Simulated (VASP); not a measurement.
The system is Co.

```xyz
2
Lattice="0.0000 1.7917 1.7917 3.5834 0.0000 3.5834 1.7917 1.7917 0.0000" Properties=species:S:1:pos:R:3 pbc="T T T"
Co    0.0000    0.0000    0.0000
Co    1.7917    0.0000    1.7917
```

This isn't the form of Co at room conditions, which is hcp.

Base run:

```yaml
Program: VASP 6.6.1
Functional: PBE
Potentials_or_basis: VASP PAW PBE potentials, release 64 (Co)
Cutoff: 520 eV
k_mesh: 12 × 6 × 12
Occupations: fermi-dirac, width 0.05 eV
Spin: collinear spin, antiferromagnetic start
Starting_moments: "[3.0, -3.0] μB"
```

Its results: pressure -14.4 GPa; net moment 0.00 μB per cell; site moments Co +1.23, -1.23 μB.

Task: The run is repeated on the same cell with these changes: spin from collinear spin, antiferromagnetic start to collinear spin, ferromagnetic start; moments at the start from [3.0, -3.0] to [3.0, 3.0]. What comes out?

Result: Pressure -9.6 GPa; net moment 3.43 μB per cell; site moments Co +1.74 μB.

Caveats: the cell stands under tension.
